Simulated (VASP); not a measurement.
Here is a VASP 6.6.1 calculation.

INCAR

```
SYSTEM = C4N
  PREC = Accurate
  ENCUT = 520
  EDIFF = 1E-7
  ISMEAR = 0
  SIGMA = 0.1
  LREAL = .False.
  LASPH = .True.
  NELM = 150
  ALGO = Normal
  ISIF = 2
  LWAVE = .False.
  LCHARG = .True.
  ISPIN = 2
  MAGMOM = 1 1 1 1 1
  LORBIT = 11
  GGA = PE
  IVDW = 12
  LELF = .True.
  LVHAR = .True.
  NBANDS = 22
```

File KPOINTS:

```
regular mesh
0
Gamma
  6 6 6
  0 0 0
```

The input POSCAR:

```
C4N
1.0
   -2.1214663994      2.1214663994      2.1214663994
    2.1214663994     -2.1214663994      2.1214663994
    2.1214663994      2.1214663994     -2.1214663994
C N
4 1
Direct
    0.0000000000      0.0000000000      0.5000000000
    0.5000000000      0.0000000000      0.0000000000
    0.5000000000      0.5000000000      0.5000000000
    0.0000000000      0.5000000000      0.0000000000
    0.0000000000      0.0000000000      0.0000000000
```

Potentials or basis: VASP PAW PBE potentials, release 64 (C, N).

The run is started by

```sh
$ cat potpaw_PBE.64/C/POTCAR potpaw_PBE.64/N/POTCAR > POTCAR
$ mpirun -np 1 vasp_std > vasp.out
```

(1) Estimate the pressure.

(2) What does it give for the net moment?

(3) Estimate the site moments.

## Answers

(1) 0.0 GPa.

(2) 0.16 μB per cell.

(3) C +0.01; N +0.07 μB.

Caveat: pairwise dispersion overbinds metals, which lowers pressure and volume.
